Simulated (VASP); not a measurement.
PbSe2, 6 atoms in the cell. The structure is tetragonal, space group I4/mcm (No. 140). The conventional cell has a = 6.477 Å, b = 6.477 Å, c = 7.804 Å, α = 90.00°, β = 90.00°, γ = 90.00°. Pb (site symmetry 422) has 8 Se at 3.20 Å and 2 Pb at 3.90 Å within 4.2 Å. Within 3.1 Å of Se (site symmetry m2m) lie 1 Se at 2.38 Å. 

```yaml
Program: VASP 6.6.1
Task: single point
Functional: r2SCAN
Potentials_or_basis: VASP PAW PBE potentials, release 64 (Pb_d, Se)
Cutoff: 520 eV
k_mesh: 4 × 4 × 4
Occupations: gaussian, width 0.1 eV
Spin: no spin polarisation
Dipole_correction: no
Further_INCAR_settings: ALGO = Normal; EDIFF = 1e-06; NBANDS = 35
```

Potentials or basis: VASP PAW PBE potentials, release 64 (Pb_d, Se).

Launch:

```bash
$ cat potpaw_PBE.64/Pb_d/POTCAR potpaw_PBE.64/Se/POTCAR > POTCAR
$ cp INCAR.step1 INCAR
$ mpirun -np 1 vasp_std > vasp.out
$ cp INCAR.step2 INCAR
$ mpirun -np 1 vasp_std > vasp.out
```

Hardware: 1 thread of AMD EPYC 7R13 Processor (Zen 3) (shared host).

Question: How long does it take, and how much memory?

Answer: It took 5.9 min on 1 thread of AMD EPYC 7R13 Processor (Zen 3), with other jobs on the host, peak memory 0.36 GiB. Counts: k points 13.
